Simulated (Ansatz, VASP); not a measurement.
# One calculation of Tl3HBr2, two programs

```
Tl H Br
1.0
     8.02120    0.00000    0.00000
    -4.01060    6.94657    0.00000
     0.00000    0.00000    4.67013
Tl H Br
3 1 2
Cartesian
  2.0053 3.4733 2.3351
  4.0106 0.0000 2.3351
  -2.0053 3.4733 2.3351
  0.0000 0.0000 0.0000
  4.0106 2.3155 0.0000
  0.0000 4.6310 0.0000
```

Change from the starting cell: species swapped into the ZrCo3B2 type (P6/mmm, No. 191).

Alike in both runs: functional PBE; k mesh 3 × 3 × 4; occupations gaussian, width 0.1 eV; no spin polarisation.

Ansatz relaxed the structure, and its values are those at the end. VASP's run is a single point on that final structure, the one shown.

|  | VASP | Ansatz |
| --- | --- | --- |
| version | VASP 6.6.1 | Ansatz 0.2.0 |
| potentials or method | VASP PAW PBE potentials, release 64 (Tl_d, H, Br), cutoff 520 eV | scalar-relativistic, plane waves, PAW |
| valence electrons in the cell | 54 | 54 |

|  | VASP | Ansatz | Ansatz less VASP |
| --- | --- | --- | --- |
| gap on the k mesh at the Fermi level (eV) | none | none | - |
| pressure (GPa) | -0.1 | -0.1 | +0.03 |

A gap of «none» marks a metal or a gap that the smearing closes.

Neither program's run includes spin-orbit coupling.
